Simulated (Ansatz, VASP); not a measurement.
## One calculation of InP, two programs

```
In P
1.0
     0.00000    2.80473    2.48611
     2.80473    0.00000    2.48611
     2.80473    2.80473    0.00000
In P
1 1
Direct
  0.00000 0.00000 0.00000
  0.50000 0.50000 0.50000
```

Alike in both runs: task single point; functional PBE; k mesh 20 × 20 × 20; occupations gaussian, width 0.15 eV; no spin polarisation.

|  | VASP | Ansatz |
| --- | --- | --- |
| version | VASP 6.6.1 | Ansatz 0.2.0 |
| potentials or method | VASP PAW PBE potentials, release 64 (In_d, P), cutoff 520 eV | scalar-relativistic, plane waves, PAW |
| valence electrons in the cell | 18 | 18 |

```tsv
	VASP	Ansatz	Ansatz less VASP
gap on the k mesh at the Fermi level (eV)	none	none	-
pressure (GPa)	10.3	10.3	+0.07
traceless stress, the component that is largest in VASP (GPa)	15.66	15.77	+0.102
```

A gap of «none» marks a metal or a gap that the smearing closes. With one functional, cell and mesh, what is left measures potentials, basis and numerics.
